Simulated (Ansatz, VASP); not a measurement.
## Two plane-wave programs on Sb

```
Sb
1.0
     3.36900    0.00000    0.00000
    -1.68450    2.91764    0.00000
     0.00000    0.00000    5.33000
Sb
2
Direct
  0.33333 0.66667 0.25000
  0.66667 0.33333 0.75000
```

Alike in both runs: task electric field gradients; functional r2SCAN; k mesh 12 × 12 × 7; occupations fermi-dirac, width 0.05 eV; no spin polarisation.

|  | VASP | Ansatz |
| --- | --- | --- |
| version | VASP 6.6.1 | Ansatz 0.2.0 |
| potentials or method | VASP PAW PBE potentials, release 64 (Sb) | PAW with Ansatz's default frozen-core files, scalar-relativistic |
| plane-wave cutoff (eV) | 440 | 500 |
| valence electrons in the cell | 10 | 30 |

|  | VASP | Ansatz | Ansatz less VASP |
| --- | --- | --- | --- |
| pressure (GPa) | 2.2 | 2.3 | +0.11 |
| traceless stress, the component that is largest in VASP (GPa) | -0.87 | -0.88 | -0.009 |
| size of Vzz on the site where it differs most (V/Å²) | 23.9 | 25.1 | +1.28 |

VASP's potentials were made for PBE, not for r2SCAN. With one functional, cell and mesh, what is left measures potentials, basis and numerics. VASP's potentials hold 10 valence electrons a cell and Ansatz's 30, so a difference there can come from the potentials and not from the codes.

Spin-orbit coupling is off throughout.
